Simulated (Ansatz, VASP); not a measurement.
## One calculation of HfB2, two programs

```
Hf B
1.0
     3.14000    0.00000    0.00000
    -1.57000    2.71932    0.00000
     0.00000    0.00000    3.48000
Hf B
1 2
Direct
  0.00407 0.99622 0.99703
  0.67352 0.34355 0.49131
  0.31739 0.67513 0.48455
```

Change from the starting cell: atoms moved at random, drawn with an rms of 0.05 Å.

Alike in both runs: task single point; functional PBE; k mesh 10 × 10 × 8; occupations fermi-dirac, width 0.05 eV; no spin polarisation.

```csv
,VASP,Ansatz
version,VASP 6.6.1,Ansatz 0.2.0
potentials or method,"VASP PAW PBE potentials, release 64 (Hf_pv, B), cutoff 520 eV","all-electron LAPW, scalar-relativistic"
```

Ansatz gave:

- gap on the k mesh at the Fermi level (eV): none
- pressure (GPa): 2.3
- traceless stress, the component that is largest in VASP (GPa): 0.48
- rms of the force components (eV/Å): 0.598

Estimate VASP's values.

gap on the k mesh at the Fermi level (eV): none; pressure (GPa): 1.8; traceless stress, the component that is largest in VASP (GPa): 0.49; rms of the force components (eV/Å): 0.602.

Atom by atom the forces differ by 0.004 eV/Å (rms over components). A gap of «none» marks a metal or a gap that the smearing closes. Ansatz ran all-electron here, and VASP with PAW potentials.

Spin-orbit coupling is off throughout.
